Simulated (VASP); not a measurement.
# TiO2 (P3_121) in VASP: a series of runs

The runs below take TiO2 through single point, with r2SCAN.

Program: VASP 6.6.1. These are calculated values, not measurements. Logs are shortened: lines on timing, memory, paths and dates and some standing lists are left out, and cuts for length are marked.

## Step 1: The cell of the first run

It takes space group P3_121 (No. 152, trigonal). Conventional cell: a = 5.562 Å, b = 5.562 Å, c = 6.060 Å, α = 90.00°, β = 90.00°, γ = 120.00°. Within 2.4 Å of Ti (site symmetry 2) lie 4 O at 1.81 Å. O (site symmetry 1) has 2 Ti at 1.81 Å within 2.4 Å.

## Step 2: Single point, r2SCAN

The input, POSCAR:

```
TiO2
1.0
    5.5619881258      0.0000000000      0.0000000000
   -2.7809940629      4.8168230125      0.0000000000
    0.0000000000      0.0000000000      6.0602253425
Ti O
3 6
Direct
    0.4661652458      0.0000000000      0.3333333333
    0.0000000000      0.4661652458      0.6666666667
    0.5338347542      0.5338347542      0.0000000000
    0.4189423416      0.2717376904      0.2136010069
    0.7282623096      0.1472046512      0.5469343402
    0.8527953488      0.5810576584      0.8802676736
    0.2717376904      0.4189423416      0.7863989931
    0.1472046512      0.7282623096      0.4530656598
    0.5810576584      0.8527953488      0.1197323264
```

The input, INCAR.step1:

```
SYSTEM = TiO2
PREC     = Accurate       ! precision mode
ENCUT    = 520            ! plane-wave cutoff, eV
ISMEAR   = 0              ! smearing method
SIGMA    = 0.05           ! smearing width, eV
LREAL    = .False.        ! projectors in reciprocal space
LASPH    = .True.         ! aspherical terms in the spheres
NELM     = 60             ! most SCF steps
NBANDS   = 46             ! bands
GGA      = PE             ! functional
ALGO     = Normal         ! electronic algorithm
EDIFF    = 1E-4           ! SCF threshold, eV
LWAVE    = .True.         ! write WAVECAR
LCHARG   = .False.        ! write CHGCAR
```

The input, INCAR.step2:

```
SYSTEM = TiO2
PREC     = Accurate       ! precision mode
ENCUT    = 520            ! plane-wave cutoff, eV
EDIFF    = 1E-7           ! SCF threshold, eV
ISMEAR   = 0              ! smearing method
SIGMA    = 0.05           ! smearing width, eV
LREAL    = .False.        ! projectors in reciprocal space
LASPH    = .True.         ! aspherical terms in the spheres
NELM     = 60             ! most SCF steps
ALGO     = Normal         ! electronic algorithm
ISIF     = 2              ! what is computed and relaxed
LWAVE    = .False.        ! write WAVECAR
LCHARG   = .False.        ! write CHGCAR
METAGGA  = R2SCAN         ! meta-GGA
LMIXTAU  = .True.       
NBANDS   = 46             ! bands
ISTART   = 1
```

The input, KPOINTS:

```
Automatic mesh
0
Gamma
  6 6 4
  0 0 0
```

Potentials or basis: VASP PAW PBE potentials, release 64 (Ti_sv, O).

The run is started by

```
$ cat potpaw_PBE.64/Ti_sv/POTCAR potpaw_PBE.64/O/POTCAR > POTCAR
$ cp INCAR.step1 INCAR
$ mpirun -np 1 vasp_std > vasp.out
$ cp INCAR.step2 INCAR
$ mpirun -np 1 vasp_std > vasp.out
```

OUTCAR:

```text
SYSTEM = TiO2
   PREC = Accurate
   ENCUT = 520
   EDIFF = 1E-7
   ISMEAR = 0
   LREAL = .False.
   LASPH = .True.
   NELM = 60
   ISIF = 2
   METAGGA = R2SCAN
   ISTART = 1

 ion  position               nearest neighbor table
   1  0.466  0.000  0.333-   4 1.81   8 1.81   5 1.81   9 1.81
   2  0.000  0.466  0.667-   7 1.81   5 1.81   6 1.81   8 1.81
   3  0.534  0.534  0.000-   6 1.81   9 1.81   7 1.81   4 1.81
   4  0.419  0.272  0.214-   1 1.81   3 1.81
   5  0.728  0.147  0.547-   2 1.81   1 1.81
   6  0.853  0.581  0.880-   3 1.81   2 1.81
   7  0.272  0.419  0.786-   2 1.81   3 1.81
   8  0.147  0.728  0.453-   1 1.81   2 1.81
   9  0.581  0.853  0.120-   3 1.81   1 1.81

  LATTYP: Found a hexagonal cell.
 ALAT       =     5.5619881258
 C/A-ratio  =     1.0895789789

  Lattice vectors:

 A1 = (   5.5619881258,   0.0000000000,   0.0000000000)
 A2 = (  -2.7809940629,   4.8168230125,   0.0000000000)
 A3 = (   0.0000000000,   0.0000000000,   6.0602253425)

Analysis of symmetry for initial positions (statically):
=====================================================================
 Subroutine PRICEL returns:
 Original cell was already a primitive cell.

 Routine SETGRP: Setting up the symmetry group for a
 hexagonal supercell.

 Subroutine GETGRP returns: Found  6 space group operations
 (whereof  2 operations were pure point group operations)
 out of a pool of 24 trial point group operations.

The static configuration has the point symmetry C_2 .
 The point group associated with its full space group is D_3 .

Analysis of symmetry for dynamics (positions and initial velocities):
=====================================================================
 Subroutine PRICEL returns:
 Original cell was already a primitive cell.

 Routine SETGRP: Setting up the symmetry group for a
 hexagonal supercell.

 Subroutine GETGRP returns: Found  6 space group operations
 (whereof  2 operations were pure point group operations)
 out of a pool of 24 trial point group operations.

The dynamic configuration has the point symmetry C_2 .
 The point group associated with its full space group is D_3 .

 Subroutine INISYM returns: Found  6 space group operations
 (whereof  2 operations are pure point group operations),
 and found     1 'primitive' translations

----------------------------------------------------------------------------------------

                                     Primitive cell

  volume of cell :     162.3602

  direct lattice vectors                    reciprocal lattice vectors
     5.561988126  0.000000000  0.000000000     0.179791826  0.103802859  0.000000000
    -2.780994063  4.816823012  0.000000000     0.000000000  0.207605718  0.000000000
     0.000000000  0.000000000  6.060225342     0.000000000  0.000000000  0.165010366

  length of vectors
     5.561988126  5.561988126  6.060225342     0.207605718  0.207605718  0.165010366

  position of ions in fractional coordinates (direct lattice)
     0.466165246  0.000000000  0.333333333
     0.000000000  0.466165246  0.666666667
     0.533834754  0.533834754  0.000000000
     0.418942342  0.271737690  0.213601007
     0.728262310  0.147204651  0.546934340
     0.852795349  0.581057658  0.880267674
     0.271737690  0.418942342  0.786398993
     0.147204651  0.728262310  0.453065660
     0.581057658  0.852795349  0.119732326

  ion indices of the primitive-cell ions
   primitive index   ion index
                 1           1
                 2           2
                 3           3
                 4           4
                 5           5
                 6           6
                 7           7
                 8           8
                 9           9

----------------------------------------------------------------------------------------

 KPOINTS: Automatic mesh

Automatic generation of k-mesh.
 Grid dimensions read from file:
 generate k-points for:    6    6    4

 Generating k-lattice:

  Cartesian coordinates                     Fractional coordinates (reciprocal lattice)
     0.029965304  0.017300477  0.000000000     0.166666667 -0.000000000  0.000000000
     0.000000000  0.034600953  0.000000000     0.000000000  0.166666667  0.000000000
     0.000000000  0.000000000  0.041252591     0.000000000  0.000000000  0.250000000

  Length of vectors
     0.034600953  0.034600953  0.041252591

  Shift w.r.t. Gamma in fractional coordinates (k-lattice)
     0.000000000  0.000000000  0.000000000

 Subroutine IBZKPT returns following result:
 ===========================================

 Found     24 irreducible k-points:

 Following reciprocal coordinates:
            Coordinates               Weight
  0.000000  0.000000  0.000000      1.000000
  0.166667  0.000000  0.000000      6.000000
  0.333333  0.000000  0.000000      6.000000
  0.500000  0.000000  0.000000      3.000000
  0.166667  0.166667  0.000000      6.000000
  0.333333  0.166667  0.000000     12.000000
[... 33 lines left out ...]
   NUPDOWN=      -1.0000    fix difference up-down
   EMIN   =  10.00;   EMAX   =-10.00  energy-range for DOS
   EFERMI =   0.00;   METHOD = LEGACY
   ISMEAR =     0;   SIGMA  =   0.05  broadening in eV -4-tet -1-fermi 0-gaus
   EFERMI_NEDOS =   21; number of points for ismear=-14 and -15
   IALGO  =     38    algorithm
   IMIX   =      4    mixing-type and parameters
     AMIX     =   0.40;   BMIX     =  1.00
     AMIX_MAG =   1.60;   BMIX_MAG =  1.00
  volume/ion in A,a.u.               =      18.04       121.74
  Fermi-wavevector in a.u.,A,eV,Ry     =   1.248416  2.359163 21.205242  1.558541
  Thomas-Fermi vector in A             =   2.382503
   LORBIT       =      0    0 simple, 1 ext, 2 COOP (PROOUT), +10 PAW based schemes
   METAGGA = R2SCAN    functional components
   LHFCALC =     F    Hartree Fock is set to
   AEXX    =    0.0000 exact exchange contribution
   IVDW    =     0    specifies the selected vdW correction
   LEPSILON=     F    determine dielectric tensor
   LRPA    =     F    only Hartree local field effects (RPA)
 non-spin polarized calculation
 Gauss-broadening in eV      SIGMA  =   0.05
  energy-cutoff  :      520.00
  volume of cell :      162.36
 maximum number of plane-waves:      4433
 NGX is ok and might be reduce to    42
   NGX = 21   NGY = 21   NGZ = 23

 number of electron      72.0000000 magnetization

 Free energy of the ion-electron system (eV)
  ---------------------------------------------------
  ext. energy  EPLUGINS =         0.00000000
  ---------------------------------------------------
  free energy    TOTEN  =      -103.44098013 eV

  energy without entropy =     -103.44098013  energy(sigma->0) =     -103.44098013

 E-fermi :  -1.0107     XC(G=0):  -8.5916

 val. band max:       -1.3521209100   @ k =   0.0000   0.0000   0.5000
 cond. band min:       2.6991184387   @ k =   0.0000   0.0000   0.5000
 fundamental gap:      4.0512393487
 Fermi energy:        -1.0107028945

 k-point     1 :       0.0000    0.0000    0.0000
  band No.  band energies     occupation
      1     -58.7554      2.00000
      2     -58.7413      2.00000
      3     -58.7413      2.00000
      4     -34.1645      2.00000
      5     -34.1290      2.00000
      6     -34.1290      2.00000
[... 38 lines left out ...]
     45       4.7474      0.00000
     46       5.2600      0.00000

 k-point     2 :       0.1667    0.0000    0.0000
  band No.  band energies     occupation
      1     -58.7545      2.00000
      2     -58.7421      2.00000
      3     -58.7412      2.00000
      4     -34.1628      2.00000
      5     -34.1344      2.00000
      6     -34.1331      2.00000
[... 38 lines left out ...]
     45       5.0142      0.00000
     46       5.2488      0.00000

 k-point     3 :       0.3333    0.0000    0.0000
  band No.  band energies     occupation
      1     -58.7524      2.00000
      2     -58.7442      2.00000
      3     -58.7412      2.00000
      4     -34.1589      2.00000
      5     -34.1432      2.00000
      6     -34.1391      2.00000
[... 1018 lines left out ...]
     45       4.9074      0.00000
     46       5.3631      0.00000

 k-point    24 :       0.3333    0.3333    0.5000
  band No.  band energies     occupation
      1     -58.7507      2.00000
      2     -58.7436      2.00000
      3     -58.7436      2.00000
      4     -34.1654      2.00000
      5     -34.1391      2.00000
      6     -34.1391      2.00000
[... 38 lines left out ...]
     45       4.7985      0.00000
     46       5.3169      0.00000

------------------------ aborting loop because EDIFF is reached ----------------------------------------

  FORCE on cell =-STRESS in cart. coord.  units (eV):
  Direction    XX          YY          ZZ          XY          YZ          ZX
  --------------------------------------------------------------------------------------
  -------------------------------------------------------------------------------------
  Total        0.7456767      0.7456767      0.7805380     -0.0000000      0.0000000      0.0000000
  in kB        7.3583698      7.3583698      7.7023826     -0.0000000      0.0000000      0.0000000
  external PRESSURE =       7.4730408 kB  Pullay stress =       0.0000000 kB

 VOLUME and BASIS-vectors are now :
 -----------------------------------------------------------------------------
  energy-cutoff  :      520.00
  volume of cell :      162.36
      direct lattice vectors                 reciprocal lattice vectors
     5.561988126  0.000000000  0.000000000     0.179791826  0.103802859  0.000000000
    -2.780994063  4.816823012  0.000000000     0.000000000  0.207605718  0.000000000
     0.000000000  0.000000000  6.060225342     0.000000000  0.000000000  0.165010366

 POSITION                                       TOTAL-FORCE (eV/Angst)
 -----------------------------------------------------------------------------------
      2.59281      0.00000      2.02008        -0.013525     -0.000000     -0.000000
     -1.29640      2.24544      4.04015         0.006763     -0.011713     -0.000000
      1.48459      2.57139      0.00000         0.006763      0.011713     -0.000000
      1.57445      1.30891      1.29447        -0.054650      0.001569      0.038373
      3.64121      0.70906      3.31455         0.025967     -0.048113      0.038373
      3.12732      2.79885      5.33462         0.028684      0.046544      0.038373
      0.34633      2.01797      4.76576         0.028684     -0.046544     -0.038373
     -1.20654      3.50791      2.74568        -0.054650     -0.001569     -0.038373
      0.86022      4.10776      0.72560         0.025967      0.048113     -0.038373
 -----------------------------------------------------------------------------------
    total drift:                                0.000001      0.000001      0.000000

  FREE ENERGIE OF THE ION-ELECTRON SYSTEM (eV)
  ---------------------------------------------------
  free  energy   TOTEN  =      -103.4409801338 eV

  energy  without entropy=     -103.4409801338  energy(sigma->0) =     -103.44098013
```

It took 31 min on 1 thread of Intel Xeon 8259CL, shared host; peak memory 0.39 GiB.

Results:

```
Free energy            : -103.4410 eV
Pressure               : 0.7 GPa
Largest force          : 0.067 eV/Å
Band gap on the k mesh : 4.05 eV
```

Forces on the atoms (eV/Å):
```
Ti  -0.014  0.000  0.000
Ti   0.007 -0.012  0.000
Ti   0.007  0.012  0.000
O   -0.055  0.002  0.038
O    0.026 -0.048  0.038
O    0.029  0.047  0.038
O    0.029 -0.047 -0.038
O   -0.055 -0.002 -0.038
O    0.026  0.048 -0.038
```

Caveat: the PAW data sets were made with another functional, which shifts forces and pressure a little. r2SCAN opens gaps a little over a GGA but as a rule still falls short of measured ones.

## Step 3: Single point, r2SCAN (18.58 Å³/atom)

This run uses another cell than the first one, of 18.58 Å³/atom.

The input, POSCAR:

```
TiO2
1.0
    5.6139047852      0.0000000000      0.0000000000
   -2.8069523926      4.8617841584      0.0000000000
    0.0000000000      0.0000000000      6.1271145225
Ti O
3 6
Direct
    0.4722302128      0.0000000000      0.3333333333
    0.0000000000      0.4722302128      0.6666666667
    0.5277697872      0.5277697872      0.0000000000
    0.4212723202      0.2620009451      0.2056294567
    0.7379990549      0.1592713751      0.5389627901
    0.8407286249      0.5787276798      0.8722961234
    0.2620009451      0.4212723202      0.7943705433
    0.1592713751      0.7379990549      0.4610372099
    0.5787276798      0.8407286249      0.1277038766
```

The input, INCAR.step1:

```
SYSTEM = TiO2
PREC = Accurate ; ENCUT = 520
ISMEAR = 0 ; SIGMA = 0.02
LREAL = .False. ; LASPH = .True.
NELM = 80 ; NBANDS = 46
GGA = PE ; ALGO = Normal
EDIFF = 1E-4 ; LWAVE = .True.
LCHARG = .False.
```

The input, INCAR.step2:

```
SYSTEM = TiO2
PREC = Accurate ; ENCUT = 520
EDIFF = 1E-6 ; ISMEAR = 0
SIGMA = 0.02 ; LREAL = .False.
LASPH = .True. ; NELM = 80
ALGO = Normal ; ISIF = 2
LWAVE = .False. ; LCHARG = .False.
METAGGA = R2SCAN ; LMIXTAU = .True.
NBANDS = 46 ; ISTART = 1
```

KPOINTS is that of step 2.

Potentials or basis: VASP PAW PBE potentials, release 64 (Ti_sv, O).

The run is started by

```
$ cat potpaw_PBE.64/Ti_sv/POTCAR potpaw_PBE.64/O/POTCAR > POTCAR
$ cp INCAR.step1 INCAR
$ mpirun -np 1 vasp_std > vasp.out
$ cp INCAR.step2 INCAR
$ mpirun -np 1 vasp_std > vasp.out
```

Run time: 9.1 min. Hardware: 1 thread of AMD EPYC 9R45 (Zen 5), shared host; peak memory 0.36 GiB.

The run converged. Its results:

- Free energy: -103.4419 eV
- Pressure: 0.5 GPa
- Largest force: 0.057 eV/Å
- Band gap on the k mesh: 4.03 eV

Forces on the atoms (eV/Å):
```
Ti  -0.009  0.000  0.000
Ti   0.004 -0.008  0.000
Ti   0.004  0.008  0.000
O   -0.049 -0.002  0.029
O    0.026 -0.042  0.029
O    0.023  0.044  0.029
O    0.023 -0.044 -0.029
O   -0.049  0.002 -0.029
O    0.026  0.042 -0.029
```

Levels at points of the mesh, in eV from the valence-band top:
```tsv
k point	band 33	band 34	band 35	band 36	band 37	band 38	band 39	band 40
(0.00, 0.00, 0.00)	-0.83	-0.31	-0.31	-0.28	4.04	4.63	4.63	5.11
(0.50, 0.00, 0.00)	-0.83	-0.83	-0.19	-0.03	4.29	4.31	4.62	5.27
(0.00, 0.00, 0.50)	-0.58	-0.03	-0.03	0.00	4.03	4.43	4.43	4.79
(0.50, 0.00, 0.50)	-0.76	-0.45	-0.30	-0.25	4.55	4.80	4.84	5.31
```

Caveat: the PAW data sets were made with another functional, which shifts forces and pressure a little. A k mesh can miss the band edges.

## Step 4: Single point, r2SCAN (19.12 Å³/atom)

This run uses another cell than the first one, of 19.12 Å³/atom.

The input, POSCAR:

```
TiO2
1.0
    5.6636561161      0.0000000000      0.0000000000
   -2.8318280581      4.9048700748      0.0000000000
    0.0000000000      0.0000000000      6.1952804525
Ti O
3 6
Direct
    0.4795777217      0.0000000000      0.3333333333
    0.0000000000      0.4795777217      0.6666666667
    0.5204222783      0.5204222783      0.0000000000
    0.4234231308      0.2496430048      0.1955285452
    0.7503569952      0.1737801260      0.5288618786
    0.8262198740      0.5765768692      0.8621952119
    0.2496430048      0.4234231308      0.8044714548
    0.1737801260      0.7503569952      0.4711381214
    0.5765768692      0.8262198740      0.1378047881
```

The input, INCAR.step1:

```
PREC     = Accurate       # precision mode
ENCUT    = 520            # plane-wave cutoff, eV
ISMEAR   = 0              # smearing method
SIGMA    = 0.02           # smearing width, eV
LREAL    = False          # projectors in reciprocal space
LASPH    = True           # aspherical terms in the spheres
NELM     = 80             # most SCF steps
NBANDS   = 46             # bands
GGA      = PE             # functional
ALGO     = Normal         # electronic algorithm
EDIFF    = 1E-4           # SCF threshold, eV
LWAVE    = True           # write WAVECAR
LCHARG   = False          # write CHGCAR
```

The input, INCAR.step2:

```
PREC     = Accurate       # precision mode
ENCUT    = 520            # plane-wave cutoff, eV
EDIFF    = 1E-7           # SCF threshold, eV
ISMEAR   = 0              # smearing method
SIGMA    = 0.02           # smearing width, eV
LREAL    = False          # projectors in reciprocal space
LASPH    = True           # aspherical terms in the spheres
NELM     = 80             # most SCF steps
ALGO     = Normal         # electronic algorithm
ISIF     = 2              # what is computed and relaxed
LWAVE    = False          # write WAVECAR
LCHARG   = False          # write CHGCAR
METAGGA  = R2SCAN         # meta-GGA
LMIXTAU  = True         
NBANDS   = 46             # bands
ISTART   = 1
```

The input, KPOINTS:

```
regular mesh
0
Gamma
  6 6 4
```

The run is started by

```
$ cat potpaw_PBE.64/Ti_sv/POTCAR potpaw_PBE.64/O/POTCAR > POTCAR
$ cp INCAR.step1 INCAR
$ mpirun -np 1 vasp_std > vasp.out
$ cp INCAR.step2 INCAR
$ mpirun -np 1 vasp_std > vasp.out
```

It took 11 min on 1 thread of AMD EPYC 9R45 (Zen 5), shared host; peak memory 0.36 GiB.

Results (log left out):

- Free energy: -103.4367 eV
- Pressure: 0.3 GPa
- Largest force: 0.050 eV/Å
- Band gap on the k mesh: 3.98 eV (least direct gap 4.01 eV)

Forces in eV/Å, atoms in the order of the input:
```
Ti  -0.009  0.000  0.000
Ti   0.005 -0.008  0.000
Ti   0.005  0.008  0.000
O   -0.044 -0.007  0.022
O    0.028 -0.035  0.022
O    0.016  0.042  0.022
O    0.016 -0.042 -0.022
O   -0.044  0.007 -0.022
O    0.028  0.035 -0.022
```

Levels at points of the mesh, in eV from the valence-band top:
```tsv
k point	band 33	band 34	band 35	band 36	band 37	band 38	band 39	band 40
(0.00, 0.00, 0.00)	-0.83	-0.30	-0.30	-0.22	3.98	4.61	4.61	5.14
(0.50, 0.00, 0.00)	-0.84	-0.83	-0.18	-0.02	4.26	4.29	4.61	5.26
(0.00, 0.00, 0.50)	-0.53	0.00	0.00	0.00	4.01	4.42	4.42	4.76
(0.50, 0.00, 0.50)	-0.76	-0.47	-0.30	-0.24	4.52	4.79	4.81	5.33
```

Caveat: the PAW data sets were made with another functional, which shifts forces and pressure a little. A k mesh can miss the band edges.

## Step 5: Summary

| cell | smearing | gap on the mesh (eV) | pressure (GPa) | largest force (eV/Å) |
| --- | --- | --- | --- | --- |
| a = 5.562, b = 5.562, c = 6.060 Å, angles 90.0, 90.0, 120.0°, 9 atoms, atomic positions A | gaussian 0.05 eV | 4.05 | 0.7 | 0.07 |
| a = 5.614, b = 5.614, c = 6.127 Å, angles 90.0, 90.0, 120.0°, 9 atoms, atomic positions B | gaussian 0.02 eV | 4.03 | 0.5 | 0.06 |
| a = 5.664, b = 5.664, c = 6.195 Å, angles 90.0, 90.0, 120.0°, 9 atoms, atomic positions C | gaussian 0.02 eV | 3.98 | 0.3 | 0.05 |

Alike in all rows: task single point; level r2SCAN; potentials or basis VASP PAW PBE potentials, release 64 (Ti_sv, O); no spin polarisation; k mesh 6 × 6 × 4; cutoff (eV) 520.

Caveats: the PAW data sets were made with another functional, which shifts forces and pressure a little.

Absolute energies hang on the potentials; compare differences alone.
